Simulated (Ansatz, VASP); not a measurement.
## One calculation of Li2Pd, two programs

INCAR

```
SYSTEM = Li2Pd
ALGO = Normal ; EDIFF = 1E-6
ENCUT = 520 ; GGA = CA
ISIF = 2 ; ISMEAR = -1
LASPH = .True. ; LCHARG = .False.
LREAL = .False. ; LWAVE = .False.
NBANDS = 15 ; NELM = 80
PREC = Accurate ; SIGMA = 0.08
```

KPOINTS

```
k-points
0
Gamma
  11 11 15
  0 0 0
```

Contents of POSCAR:

```
Li2Pd
1.0
    4.2267001844      0.0422670018      0.0422670018
   -2.0767457949      3.6392962330      0.0154707964
    0.0273190000      0.0273190000      2.7319000000
Li Pd
2 1
Direct
    0.3333333333      0.6666666667      0.5000000000
    0.6666666667      0.3333333333      0.5000000000
    0.0000000000      0.0000000000      0.0000000000
```

Input for Ansatz:

```yaml
crystal:
  lattice:
    - [4.2267001844, 0.0422670018, 0.0422670018]
    - [-2.0767457949, 3.639296233, 0.0154707964]
    - [0.027319, 0.027319, 2.7319]
  atoms:
    - { symbol: Li, position: [0.3333333333, 0.6666666667, 0.5] }
    - { symbol: Li, position: [0.6666666667, 0.3333333333, 0.5] }
    - { symbol: Pd, position: [0.0, 0.0, 0.0] }
kpoints:
  mp_grid: { grid: [11, 11, 15] }
  band_path:
    path:
      - [0.0, 0.0, 0.0]
      - [0.0, -0.5, 0.0]
      - [0.0, 0.0, 0.5]
      - [0.0, 0.0, 0.0]
      - [-0.5, 0.0, 0.0]
      - [-0.5, 0.5, -0.5]
      - [0.0, 0.0, 0.0]
      - [-0.5, 0.0, -0.5]
      - [-0.5, 0.5, 0.0]
    npoints: 5
scf:
  occupations: { method: fermi_dirac, width: 0.08 }
hamiltonian:
  xc: lda
  pseudopotentials: { kind: all_electron, lapw: { basis_error: 0.0005 } }
output:
  forces: true
  stress: true
  eigenvalues: true
```

Change from the starting cell: equal xy, yz and zx shear strains of +2 %.

Alike in both runs: task single point; functional LDA; k mesh 11 × 11 × 15; occupations fermi-dirac, width 0.08 eV; no spin polarisation.

|  | VASP | Ansatz |
| --- | --- | --- |
| version | VASP 6.6.1 | Ansatz 0.2.0 |
| potentials or method | VASP PAW LDA potentials, release 64 (Li_sv, Pd), cutoff 520 eV | all-electron LAPW, scalar-relativistic |

Ansatz gave:

```
rms of the force components (eV/Å) : 0.024
```

**Question.** Estimate VASP's values.

**Answer.** rms of the force components (eV/Å): 0.023.

LDA's correlation is that of Perdew and Zunger in VASP and of Perdew and Wang (1992) in Ansatz. Atom by atom the forces differ by 0.000 eV/Å (rms over components). Ansatz ran all-electron here, and VASP with PAW potentials.

Noted on VASP's run: the cutoff is under 1.25 times that of the potentials, so the pressure is a little rough.
